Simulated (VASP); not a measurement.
Input of a VASP 6.6.1 run:

INCAR

```
ALGO = Normal ; EDIFF = 1E-6
ENCUT = 520 ; GGA = PE
ISIF = 2 ; ISMEAR = -1
LASPH = T ; LCHARG = F
LREAL = F ; LWAVE = F
NBANDS = 24 ; NELM = 100
PREC = Accurate ; SIGMA = 0.02
```

KPOINTS

```
k-points
0
Gamma
  12 12 4
```

Contents of POSCAR:

```
KF
1.0
    3.6599340438      0.0000000000      0.0000000000
   -1.8299670219      3.1695958582      0.0000000000
    0.0000000000      0.0000000000      6.4788100681
K F
2 2
Direct
    0.0000000000      0.0000000000      0.0000000000
    0.0000000000      0.0000000000      0.5000000000
    0.3333333333      0.6666666667      0.2500000000
    0.6666666667      0.3333333333      0.7500000000
```

Potentials or basis: VASP PAW PBE potentials, release 64 (K_sv, F).

Launch:

```sh
$ cat potpaw_PBE.64/K_sv/POTCAR potpaw_PBE.64/F/POTCAR > POTCAR
$ mpirun -np 1 vasp_std > vasp.out
```

Estimate the pressure.

2.1 GPa.

What does it give for the band gap on the k mesh?

6.19 eV.

Stress tensor (GPa, compression positive):
```
1.98 0.00 0.00
0.00 1.98 0.00
0.00 0.00 2.24
```

A k mesh can miss the band edges.
